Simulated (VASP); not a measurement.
# CoO (P3m1) in VASP: notebook

CoO is run at these levels: PBEsol; tasks: single point.

All numbers are computed with VASP 6.6.1; they aren't measurements. Logs are shortened: lines on timing, memory, paths and dates and some standing lists are left out, and cuts for length are marked.

## (1) The cell of the first run

The typed cell holds 4 atoms: a = 3.198 Å, b = 3.198 Å, c = 5.229 Å, α = 90.00°, β = 90.00°, γ = 120.00°.

## (2) Single point, PBEsol, collinear spin, ferromagnetic start

Contents of INCAR:

```
SYSTEM = CoO
ALGO = Normal
EDIFF = 1E-7
ENCUT = 520
GGA = PS
ISIF = 2
ISMEAR = -1
ISPIN = 2
LASPH = .TRUE.
LCHARG = .FALSE.
LMAXMIX = 4
LORBIT = 11
LREAL = .FALSE.
LWAVE = .FALSE.
MAGMOM = 1 1 0 0
NBANDS = 27
NELM = 150
NUPDOWN = 2.0
PREC = Accurate
SIGMA = 0.05
```

Contents of KPOINTS:

```
k-points
0
G
  8 8 5
  0 0 0
```

Contents of POSCAR:

```
CoO
1.0
    3.1976457435      0.0000000000      0.0000000000
   -1.5988228718      2.7692424462      0.0000000000
    0.0000000000      0.0000000000      5.2287097100
Co O
2 2
Direct
    0.3333333333      0.6666666667      0.5033624100
    0.0000000000      0.0000000000      0.0034741400
    0.3333333333      0.6666666667      0.8715556000
    0.0000000000      0.0000000000      0.3716088500
```

Potentials or basis: VASP PAW PBE potentials, release 64 (Co, O).

The run is started by

```console
cat potpaw_PBE.64/Co/POTCAR potpaw_PBE.64/O/POTCAR > POTCAR
mpirun -np 1 vasp_std > vasp.out
```

OUTCAR:

```text
SYSTEM = CoO
   EDIFF = 1E-7
   ENCUT = 520
   GGA = PS
   ISIF = 2
   ISMEAR = -1
   ISPIN = 2
   LASPH = .TRUE.
   LORBIT = 11
   LREAL = .FALSE.
   NELM = 150
   NUPDOWN = 2.0
   PREC = Accurate

 ion  position               nearest neighbor table
   1  0.333  0.667  0.503-   3 1.93   4 1.97   4 1.97   4 1.97
   2  0.000  0.000  0.003-   4 1.92   3 1.97   3 1.97   3 1.97
   3  0.333  0.667  0.872-   1 1.93   2 1.97   2 1.97   2 1.97
   4  0.000  0.000  0.372-   2 1.92   1 1.97   1 1.97   1 1.97

  LATTYP: Found a hexagonal cell.
 ALAT       =     3.1976457435
 C/A-ratio  =     1.6351747909

  Lattice vectors:

 A1 = (   3.1976457435,   0.0000000000,   0.0000000000)
 A2 = (  -1.5988228718,   2.7692424462,   0.0000000000)
 A3 = (   0.0000000000,   0.0000000000,   5.2287097100)

Analysis of symmetry for initial positions (statically):
=====================================================================
 Subroutine PRICEL returns:
 Original cell was already a primitive cell.

 Routine SETGRP: Setting up the symmetry group for a
 hexagonal supercell.

 Subroutine GETGRP returns: Found  6 space group operations
 (whereof  6 operations were pure point group operations)
 out of a pool of 24 trial point group operations.

The static configuration has the point symmetry C_3v.

Analysis of symmetry for dynamics (positions and initial velocities):
=====================================================================
 Subroutine PRICEL returns:
 Original cell was already a primitive cell.

 Routine SETGRP: Setting up the symmetry group for a
 hexagonal supercell.

 Subroutine GETGRP returns: Found  6 space group operations
 (whereof  6 operations were pure point group operations)
 out of a pool of 24 trial point group operations.

The dynamic configuration has the point symmetry C_3v.

Analysis of structural, dynamic, and magnetic symmetry:
=====================================================================
 Subroutine PRICEL returns:
 Original cell was already a primitive cell.

 Routine SETGRP: Setting up the symmetry group for a
 hexagonal supercell.

 Subroutine GETGRP returns: Found  6 space group operations
 (whereof  6 operations were pure point group operations)
 out of a pool of 24 trial point group operations.

The overall configuration has the point symmetry C_3v.

 Subroutine INISYM returns: Found  6 space group operations
 (whereof  6 operations are pure point group operations),
 and found     1 'primitive' translations

----------------------------------------------------------------------------------------

                                     Primitive cell

  volume of cell :      46.3005

  direct lattice vectors                    reciprocal lattice vectors
     3.197645743  0.000000000  0.000000000     0.312730077  0.180554794  0.000000000
    -1.598822872  2.769242446  0.000000000     0.000000000  0.361109588  0.000000000
     0.000000000  0.000000000  5.228709710     0.000000000  0.000000000  0.191251773

  length of vectors
     3.197645743  3.197645744  5.228709710     0.361109588  0.361109588  0.191251773

  position of ions in fractional coordinates (direct lattice)
     0.333333333  0.666666667  0.503362410
     0.000000000  0.000000000  0.003474140
     0.333333333  0.666666667  0.871555600
     0.000000000  0.000000000  0.371608850

  ion indices of the primitive-cell ions
   primitive index   ion index
                 1           1
                 2           2
                 3           3
                 4           4

----------------------------------------------------------------------------------------

 KPOINTS: k-points

Automatic generation of k-mesh.
 Grid dimensions read from file:
 generate k-points for:    8    8    5

 Generating k-lattice:

  Cartesian coordinates                     Fractional coordinates (reciprocal lattice)
     0.039091260  0.022569349  0.000000000     0.125000000 -0.000000000  0.000000000
     0.000000000  0.045138699  0.000000000     0.000000000  0.125000000  0.000000000
     0.000000000  0.000000000  0.038250355     0.000000000  0.000000000  0.200000000

  Length of vectors
     0.045138699  0.045138699  0.038250355

  Shift w.r.t. Gamma in fractional coordinates (k-lattice)
     0.000000000  0.000000000  0.000000000

 Subroutine IBZKPT returns following result:
 ===========================================

 Found     40 irreducible k-points:

 Following reciprocal coordinates:
            Coordinates               Weight
  0.000000  0.000000  0.000000      1.000000
  0.125000  0.000000  0.000000      6.000000
  0.250000  0.000000  0.000000      6.000000
  0.375000 -0.000000  0.000000      6.000000
  0.500000  0.000000  0.000000      3.000000
  0.125000  0.125000  0.000000      6.000000
[... 16 lines left out ...]
 -0.125000  0.500000  0.200000     12.000000
  0.250000  0.250000  0.200000     12.000000
 [... further k-points ...]
   k-points           NKPTS =     40   k-points in BZ     NKDIM =     40   number of bands    NBANDS=     27
   number of dos      NEDOS =    301   number of ions     NIONS =      4
   total plane-waves  NPLWV =  23040
   dimension x,y,z NGX =    24 NGY =   24 NGZ =   40
   dimension x,y,z NGXF=    48 NGYF=   48 NGZF=   80
   ions per type =               2   2
   NGX,Y,Z   is equivalent  to a cutoff of  12.48, 12.48, 12.72 a.u.
   NGXF,Y,Z  is equivalent  to a cutoff of  24.96, 24.96, 25.44 a.u.
 SYSTEM =  CoO
   PREC   = accura    normal or accurate (medium, high low for compatibility)
   ISTART =      0    job   : 0-new  1-cont  2-samecut
   ICHARG =      2    charge: 1-file 2-atom 10-const
   ISPIN  =      2    spin polarized calculation?
   LNONCOLLINEAR =      F non collinear calculations
   LSORBIT =      F    spin-orbit coupling
   LASPH  =      T    aspherical Exc in radial PAW
   ENCUT  =  520.0 eV  38.22 Ry    6.18 a.u.   5.95  5.95  9.72*2*pi/ulx,y,z
   NELM   =    150;   NELMIN=  2; NELMDL= -5     # of ELM steps
   EDIFF  = 0.1E-06   stopping-criterion for ELM
   LREAL  =      F    real-space projection
   EDIFFG = 0.1E-05   stopping-criterion for IOM
   NSW    =      0    number of steps for IOM
   IBRION =     -1    ionic relax: 0-MD 1-quasi-New 2-CG
   NFREE  =      0    steps in history (QN), initial steepest desc. (CG)
   ISIF   =      2    stress and relaxation
   ISYM   =      2    0-nonsym 1-usesym 2-fastsym
   POTIM  = 0.5000    time-step for ionic-motion
   TEBEG  =    0.0;   TEEND  =   0.0 temperature during run
   PSTRESS=    0.0 pullay stress
   NELECT =      30.0000    total number of electrons
   NUPDOWN=       2.0000    fix difference up-down
   EMIN   =  10.00;   EMAX   =-10.00  energy-range for DOS
   EFERMI =   0.00;   METHOD = LEGACY
   ISMEAR =    -1;   SIGMA  =   0.05  broadening in eV -4-tet -1-fermi 0-gaus
   EFERMI_NEDOS =   21; number of points for ismear=-14 and -15
   IALGO  =     38    algorithm
   IMIX   =      4    mixing-type and parameters
     AMIX     =   0.40;   BMIX     =  1.00
     AMIX_MAG =   1.60;   BMIX_MAG =  1.00
  volume/ion in A,a.u.               =      11.58        78.11
  Fermi-wavevector in a.u.,A,eV,Ry     =   1.416620  2.677023 27.304329  2.006812
  Thomas-Fermi vector in A             =   2.537935
   LORBIT       =     11    0 simple, 1 ext, 2 COOP (PROOUT), +10 PAW based schemes
   GGA     = PS    functional components
   LHFCALC =     F    Hartree Fock is set to
   AEXX    =    0.0000 exact exchange contribution
   IVDW    =     0    specifies the selected vdW correction
   LEPSILON=     F    determine dielectric tensor
   LRPA    =     F    only Hartree local field effects (RPA)
 spin polarized calculation
  energy-cutoff  :      520.00
  volume of cell :       46.30
 maximum number of plane-waves:      1266
   NGX = 11   NGY = 11   NGZ = 19

 number of electron      30.0000009 magnetization       2.0000002

 Free energy of the ion-electron system (eV)
  ---------------------------------------------------
  ext. energy  EPLUGINS =         0.00000000
  ---------------------------------------------------
  free energy    TOTEN  =       -27.75561717 eV

  energy without entropy =      -27.69602177  energy(sigma->0) =      -27.72581947

 E-fermi :   5.9184     XC(G=0): -11.4412

 val. band max:        5.9095847327   @ k =   0.2500   0.2500   0.2000
 cond. band min:       5.6265107792   @ k =   0.1250   0.0000   0.0000
 fundamental gap:     -0.2830739534
 Fermi energy:         5.6263093558

 spin component 1

 k-point     1 :       0.0000    0.0000    0.0000
  band No.  band energies     occupation
      1     -14.3376      1.00000
      2     -13.7137      1.00000
      3      -1.3440      1.00000
      4      -0.2233      1.00000
      5      -0.0554      1.00000
      6      -0.0554      1.00000
[... 19 lines left out ...]
     26      20.6324      0.00000
     27      22.1995      0.00000

 k-point     2 :       0.1250    0.0000    0.0000
  band No.  band energies     occupation
      1     -14.2606      1.00000
      2     -13.6802      1.00000
      3      -1.1988      1.00000
      4      -0.3052      1.00000
      5      -0.1682      1.00000
      6      -0.0196      1.00000
[... 19 lines left out ...]
     26      20.9832      0.00000
     27      21.2536      0.00000

 k-point     3 :       0.2500    0.0000    0.0000
  band No.  band energies     occupation
      1     -14.0646      1.00000
      2     -13.6052      1.00000
      3      -0.9067      1.00000
      4      -0.6808      1.00000
      5      -0.2561      1.00000
      6       0.0023      1.00000
[... 594 lines left out ...]
      1     -13.7141      1.00000
      2     -13.5568      1.00000
      3      -1.0980      1.00000
      4      -0.9377      1.00000
      5      -0.1234      1.00000
      6      -0.0029      1.00000
[... 19 lines left out ...]
     26      20.0006      0.00000
     27      22.2126      0.00000

 k-point    24 :       0.2500    0.2500    0.2000
  band No.  band energies     occupation
      1     -13.7174      1.00000
      2     -13.5557      1.00000
      3      -0.9313      1.00000
      4      -0.7944      1.00000
      5      -0.2150      1.00000
      6      -0.1328      1.00000
[... 19 lines left out ...]
     26      20.8567      0.00000
     27      22.1103      0.00000

 [... further k-points ...]

 spin component 2

 k-point     1 :       0.0000    0.0000    0.0000
  band No.  band energies     occupation
      1     -14.2243      1.00000
      2     -13.5931      1.00000
      3      -1.2167      1.00000
      4       0.1663      1.00000
      5       0.3093      1.00000
      6       0.3093      1.00000
[... 19 lines left out ...]
     26      20.7970      0.00000
     27      22.4525      0.00000

 k-point     2 :       0.1250    0.0000    0.0000
  band No.  band energies     occupation
      1     -14.1466      1.00000
      2     -13.5591      1.00000
      3      -1.0708      1.00000
      4       0.0192      1.00000
      5       0.2100      1.00000
      6       0.3353      1.00000
[... 19 lines left out ...]
     26      21.1999      0.00000
     27      21.4444      0.00000

 k-point     3 :       0.2500    0.0000    0.0000
  band No.  band energies     occupation
      1     -13.9485      1.00000
      2     -13.4831      1.00000
      3      -0.7374      1.00000
      4      -0.4677      1.00000
      5      -0.0378      1.00000
      6       0.3356      1.00000
[... 594 lines left out ...]
      1     -13.5935      1.00000
      2     -13.4341      1.00000
      3      -0.9531      1.00000
      4      -0.7755      1.00000
      5       0.0778      1.00000
      6       0.2607      1.00000
[... 19 lines left out ...]
     26      20.1875      0.00000
     27      22.4570      0.00000

 k-point    24 :       0.2500    0.2500    0.2000
  band No.  band energies     occupation
      1     -13.5969      1.00000
      2     -13.4329      1.00000
      3      -0.7696      1.00000
      4      -0.6330      1.00000
      5       0.0070      1.00000
      6       0.0770      1.00000
[... 19 lines left out ...]
     26      21.0466      0.00000
     27      22.3553      0.00000

 [... further k-points ...]
[... 5 lines left out ...]
  --------------------------------------------------------------------------------------
  -------------------------------------------------------------------------------------
  Total       -6.6163295     -6.6163295     -4.4180603      0.0000000     -0.0000000      0.0000000
  in kB     -228.9506330   -228.9506330   -152.8820029      0.0000000     -0.0000000      0.0000000
  external PRESSURE =    -203.5944230 kB  Pullay stress =       0.0000000 kB

 VOLUME and BASIS-vectors are now :
 -----------------------------------------------------------------------------
  energy-cutoff  :      520.00
  volume of cell :       46.30
      direct lattice vectors                 reciprocal lattice vectors
     3.197645743  0.000000000  0.000000000     0.312730077  0.180554794  0.000000000
    -1.598822872  2.769242446  0.000000000     0.000000000  0.361109588  0.000000000
     0.000000000  0.000000000  5.228709710     0.000000000  0.000000000  0.191251773

 POSITION                                       TOTAL-FORCE (eV/Angst)
 -----------------------------------------------------------------------------------
     -0.00000      1.84616      2.63194         0.000000     -0.000000     -0.075134
      0.00000      0.00000      0.01817         0.000000     -0.000000     -0.077700
     -0.00000      1.84616      4.55711        -0.000000      0.000000      0.076136
      0.00000      0.00000      1.94303        -0.000000     -0.000000      0.076699
 -----------------------------------------------------------------------------------
    total drift:                               -0.000000     -0.000001     -0.000668

  FREE ENERGIE OF THE ION-ELECTRON SYSTEM (eV)
  ---------------------------------------------------
  free  energy   TOTEN  =       -27.7556171714 eV

  energy  without entropy=      -27.6960217697  energy(sigma->0) =      -27.72581947

 total charge

# of ion       s       p       d       tot
------------------------------------------
    1        0.332   0.418   7.287   8.037
    2        0.332   0.418   7.287   8.037
    3        1.555   3.357   0.000   4.912
    4        1.555   3.357   0.000   4.912
--------------------------------------------------
tot          3.773   7.549  14.575  25.897

 magnetization (x)

# of ion       s       p       d       tot
------------------------------------------
    1        0.006   0.016   0.902   0.923
    2        0.006   0.016   0.902   0.923
    3        0.008   0.049   0.000   0.057
    4        0.008   0.049   0.000   0.057
--------------------------------------------------
tot          0.029   0.129   1.804   1.962
```

It took 51 s on 1 thread of Intel Xeon 6975P-C (Granite Rapids), shared host; peak memory 0.22 GiB.

What came out:

| Quantity | Value |
| --- | --- |
| Free energy | -27.7556 eV |
| Pressure | -20.4 GPa |
| Largest force | 0.078 eV/Å |
| Net moment | 2.00 μB per cell |
| Site moments | Co +0.92; O +0.06 μB |
| Valence electrons inside the program's atomic spheres | Co 8.04; O 4.91 |

Forces on the atoms (eV/Å):
```
Co   0.000  0.000 -0.075
Co   0.000  0.000 -0.078
O    0.000  0.000  0.076
O    0.000  0.000  0.077
```

Stress tensor (GPa, compression positive):
```
-22.90   0.00   0.00
  0.00 -22.90   0.00
  0.00   0.00 -15.29
```

Caveat: the PAW data sets were made with another functional, which shifts forces and pressure a little; the total moment is fixed, so each spin has its own Fermi level.

## (3) Single point, PBEsol, collinear spin, ferromagnetic start

Contents of INCAR:

```
SYSTEM = CoO
ALGO     = Normal         ! electronic algorithm
EDIFF    = 1E-6           ! SCF threshold, eV
ENCUT    = 520            ! plane-wave cutoff, eV
GGA      = PS             ! functional
ISIF     = 2              ! what is computed and relaxed
ISMEAR   = -1             ! smearing method
ISPIN    = 2              ! spin polarisation
LASPH    = .TRUE.         ! aspherical terms in the spheres
LCHARG   = .FALSE.        ! write CHGCAR
LMAXMIX  = 4              ! l up to which the mixer works
LORBIT   = 11             ! projections on sites
LREAL    = .FALSE.        ! projectors in reciprocal space
LWAVE    = .FALSE.        ! write WAVECAR
MAGMOM   = 1.5 1.5 0 0    ! initial moments
NBANDS   = 27             ! bands
NELM     = 150            ! most SCF steps
NUPDOWN  = 3.0            ! fixed moment
PREC     = Accurate       ! precision mode
SIGMA    = 0.05           ! smearing width, eV
```

KPOINTS is that of step 2.

POSCAR is that of step 2.

Potentials or basis: VASP PAW PBE potentials, release 64 (Co, O).

The run is started by

```console
cat potpaw_PBE.64/Co/POTCAR potpaw_PBE.64/O/POTCAR > POTCAR
mpirun -np 1 vasp_std > vasp.out
```

Run time: 44 s. Hardware: 1 thread of Intel Xeon 6975P-C (Granite Rapids), shared host; peak memory 0.21 GiB.

It converged, with:

| Item | Value |
| --- | --- |
| Free energy | -27.9400 eV |
| Pressure | -18.4 GPa |
| Largest force | 0.150 eV/Å |
| Net moment | 3.00 μB per cell |
| Site moments | Co +1.36, +1.37; O +0.10 μB |
| Valence electrons inside the program's atomic spheres | Co 8.02; O 4.92 |

Forces on the atoms (eV/Å):
```
Co   0.000  0.000 -0.147
Co   0.000  0.000 -0.150
O    0.000  0.000  0.148
O    0.000  0.000  0.149
```

Stress tensor (GPa, compression positive):
```
-20.97   0.00   0.00
  0.00 -20.97   0.00
  0.00   0.00 -13.35
```

Caveat: the PAW data sets were made with another functional, which shifts forces and pressure a little; the total moment is fixed, so each spin has its own Fermi level.

## (4) Single point, PBEsol, collinear spin, ferromagnetic start

Contents of INCAR:

```
  PREC = Accurate
  ENCUT = 520
  EDIFF = 1E-7
  ISMEAR = -1
  SIGMA = 0.05
  LREAL = F
  LASPH = T
  NELM = 150
  ALGO = Normal
  ISIF = 2
  LWAVE = F
  LCHARG = F
  ISPIN = 2
  MAGMOM = 2 2 0 0
  LORBIT = 11
  NUPDOWN = 4.0
  LMAXMIX = 4
  GGA = PS
  NBANDS = 27
```

Contents of KPOINTS:

```
regular mesh
0
Gamma
  8 8 5
```

POSCAR is that of step 3.

The run is started by

```console
cat potpaw_PBE.64/Co/POTCAR potpaw_PBE.64/O/POTCAR > POTCAR
mpirun -np 1 vasp_std > vasp.out
```

Wall time 51 s (1 thread of Intel Xeon 6975P-C (Granite Rapids), shared host); peak memory 0.21 GiB.

The run converged. Its results:

* Free energy: -28.1066 eV
* Pressure: -15.3 GPa
* Largest force: 0.239 eV/Å
* Net moment: 4.00 μB per cell
* Site moments: Co +1.78; O +0.16 μB
* Valence electrons inside the program's atomic spheres: Co 8.01; O 4.93

Forces in eV/Å, atoms in the order of the input:
```
Co   0.000  0.000 -0.235
Co   0.000  0.000 -0.239
O    0.000  0.000  0.236
O    0.000  0.000  0.237
```

Stress tensor (GPa, compression positive):
```
-17.45   0.00   0.00
  0.00 -17.45   0.00
  0.00   0.00 -11.05
```

Caveat: the PAW data sets were made with another functional, which shifts forces and pressure a little; the total moment is fixed, so each spin has its own Fermi level.

## (5) Summary

| fixed moment (μB) | pressure (GPa) | moment (μB) | largest force (eV/Å) |
| --- | --- | --- | --- |
| 2.0 | -20.4 | 2.00 | 0.08 |
| 3.0 | -18.4 | 3.00 | 0.15 |
| 4.0 | -15.3 | 4.00 | 0.24 |

Alike in all rows: task single point; level PBEsol; potentials or basis VASP PAW PBE potentials, release 64 (Co, O); spin collinear, ferromagnetic start; cell as given; k mesh 8 × 8 × 5; cutoff (eV) 520; smearing fermi-dirac 0.05 eV.

Caveats: the PAW data sets were made with another functional, which shifts forces and pressure a little; the total moment is fixed, so each spin has its own Fermi level.

Absolute energies hang on the potentials; compare differences alone.
